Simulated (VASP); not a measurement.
The system is GaAs.

```xyz
2
Lattice="0.0000 2.8268 2.8268 2.8268 0.0000 2.8268 2.8268 2.8268 0.0000" Properties=species:S:1:pos:R:3 pbc="T T T"
Ga    0.0000    0.0000    0.0000
As    4.2403    4.2403    4.2403
```

| Item | Value |
| --- | --- |
| Program | VASP 6.6.1 |
| Task | relaxation of cell and atoms |
| Functional | LDA |
| Potentials or basis | VASP PAW LDA potentials, release 64 (Ga_d, As) |
| Cutoff | 600 eV |
| k mesh | 12 × 12 × 12 |
| Occupations | gaussian, width 0.01 eV |
| Spin | no spin polarisation |

At the start: pressure -1.6 GPa; volume 22.59 Å³/atom.

Problem. How do energy, volume and symmetry change on relaxing?

Solution. Over 3 steps the energy falls by 2.6 meV/atom and the volume is 22.08 Å³/atom (-2.3 %); space group F-43m (No. 216, to 0.05 Å).

Step by step:
| step | energy change (eV) | largest force (eV/Å) | pressure (GPa) | volume (Å³) |
| --- | --- | --- | --- | --- |
| 1 | 0.0000 | 0.0000 | -1.62 | 45.18 |
| 2 | -0.0041 | 0.0000 | 0.75 | 43.70 |
| 3 | -0.0052 | 0.0000 | 0.01 | 44.16 |

Final structure:
```
CELL_PARAMETERS angstrom
0.00000 2.80543 2.80543
2.80543 0.00000 2.80543
2.80543 2.80543 0.00000
ATOMIC_POSITIONS crystal
Ga 0.00000 0.00000 0.00000
As 0.75000 0.75000 0.75000
```
